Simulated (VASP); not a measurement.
Set up this calculation in VASP 6.6.1, as the native input.

| Quantity | Value |
| --- | --- |
| Task | single point |
| Functional | LDA |
| Potentials or basis | VASP PAW LDA potentials, release 64 (Rh_sv_GW) |
| Cutoff | 530 eV |
| k mesh | 12 × 12 × 7 |
| Occupations | fermi-dirac, width 0.1 eV |
| Spin | no spin polarisation |
| Dipole correction | no |
| Second run | valence_matched |
| Further INCAR settings | ALGO = Normal; EDIFF = 1e-06; NBANDS = 24 |

The structure of Rh lies in POSCAR:

```
Rh
1.0
    2.6367312341      0.0000000000      0.0000000000
   -1.3183660998      2.2834760471      0.0000000000
    0.0000000000      0.0000000000      4.2756591193
Rh
2
Direct
    0.6666666667      0.3333333333      0.7500000000
    0.3333333333      0.6666666667      0.2500000000
```

These files were run (other wordings do the same):

INCAR

```
PREC = Accurate ; ENCUT = 530
EDIFF = 1E-6 ; ISMEAR = -1
SIGMA = 0.1 ; LREAL = False
LASPH = True ; NELM = 120
ALGO = Normal ; ISIF = 2
LWAVE = False ; LCHARG = True
GGA = CA ; LELF = True
LVHAR = True ; NBANDS = 24
GGA_COMPAT = False
```

KPOINTS

```
regular mesh
0
Gamma
  12 12 7
```

Potentials or basis: VASP PAW LDA potentials, release 64 (Rh_sv_GW).

Launch:

```sh
$ cat potpaw_LDA.64/Rh_sv_GW/POTCAR > POTCAR
$ mpirun -np 1 vasp_std > vasp.out
```

Results of the run:

```json
{
 "Pressure": "8.8 GPa",
 "Band gap on the k mesh": "zero (band 17 reaches 12.60 eV, above the bottom of band 18 at 9.88 eV)"
}
```

It took 42 s on 1 thread of Intel(R) Xeon(R) Platinum 8375C CPU @ 2.90GHz (Ice Lake) (shared host), peak memory 0.16 GiB.
